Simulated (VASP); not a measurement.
Runs of VASP 6.6.1 on W. The structure is that of space group Im-3m (No. 229), or close to it. The cells are those of the table. 

```tsv
level	spin	U	cell	k mesh	cutoff (eV)	smearing	dipole correction	grid for exact exchange (PRECFOCK)	share of exact exchange	screening parameter	tolerance level	gap on the mesh (eV)	pressure (GPa)	moment (μB)
PBE+D4+U	off	W d U = 6.0 eV	a = 2.666 Å, angles 109.5°, 1 atom	12 × 12 × 12	500	methfessel-paxton 0.05 eV	no	-	-	-	-	none	(b)	-
PBE	off	-	a = 2.741 Å, angles 109.5°, 1 atom	10 × 10 × 10	520	gaussian 0.1 eV	no	-	-	-	-	none	(c)	-
HSE06	off	-	a = 2.741 Å, angles 109.5°, 1 atom	7 × 7 × 7	520	fermi-dirac 0.05 eV	no	Normal	0.25	0.2079 1/Å	-	none	0.5	-
PBE0	off	-	a = 2.741 Å, angles 109.5°, 1 atom	7 × 7 × 7	520	fermi-dirac 0.05 eV	no	Normal	0.25	-	-	none	0.2	-
revPBE+D3(BJ)	off	-	a = 2.728 Å, angles 109.5°, 1 atom	12 × 12 × 12	520	fermi-dirac 0.05 eV	no	-	-	-	-	none	(d)	-
PBE-based screened hybrid with 25 % exact exchange	off	-	a = 2.733 Å, angles 109.5°, 1 atom	6 × 6 × 6	520	fermi-dirac 0.05 eV	no	Normal	0.25	0.3 1/Å	-	none	-0.4	-
SCAN	off	-	a = 2.741 Å, angles 109.5°, 1 atom	12 × 12 × 12	440	methfessel-paxton 0.1 eV	-	-	-	-	standard	none	-4.0	-
PBE0	off	-	a = 2.741 Å, angles 109.5°, 1 atom	6 × 6 × 6	520	fermi-dirac 0.05 eV	no	Normal	0.25	-	-	none	-3.7	-
PBEsol+U	non-collinear, typed start, SOC	W d U = 2.0 eV	a = 2.735, b = 2.681, c = 2.768 Å, angles 110.1, 108.5, 108.6°, 1 atom	9 × 9 × 9	520	fermi-dirac 0.05 eV	no	-	-	-	-	-	(a)	0.00
PBE	off	-	a = 2.767, b = 2.716, c = 2.686 Å, angles 109.5, 109.1, 108.1°, 1 atom	16 × 16 × 16	520	fermi-dirac 0.05 eV	no	-	-	-	-	none	6.7	-
revPBE	non-collinear, zero start, SOC	-	a = 2.741 Å, angles 109.5°, 1 atom	12 × 12 × 12	500	fermi-dirac 0.1 eV	no	-	-	-	-	-	10.0	0.00
r2SCAN0	off	-	a = 2.741 Å, angles 109.5°, 1 atom	7 × 7 × 7	520	fermi-dirac 0.05 eV	no	Normal	0.25	-	-	none	-1.1	-
```

Alike in all rows: task single point; potentials or basis VASP PAW PBE potentials, release 64 (W_sv).

Fill in the values left out.

(a) 4.7; (b) 53.6; (c) 6.4; (d) 0.7.

Caveats: some runs use coarse meshes; spin-orbit coupling is left out, which moves the levels of the heavy elements (at least some runs); the PAW data sets were made with another functional, which shifts forces and pressure a little (at least some runs); the cell stands under pressure (at least some runs); the U is typed as a test and isn't derived for this compound (at least some runs); U without spin polarisation on a metal has little footing (at least some runs); the cell stands under tension (at least some runs).

A k mesh can miss the band edges, and rows without SOC leave out spin-orbit coupling on W.

A gap of «none» marks levels without a gap at the run's occupations.
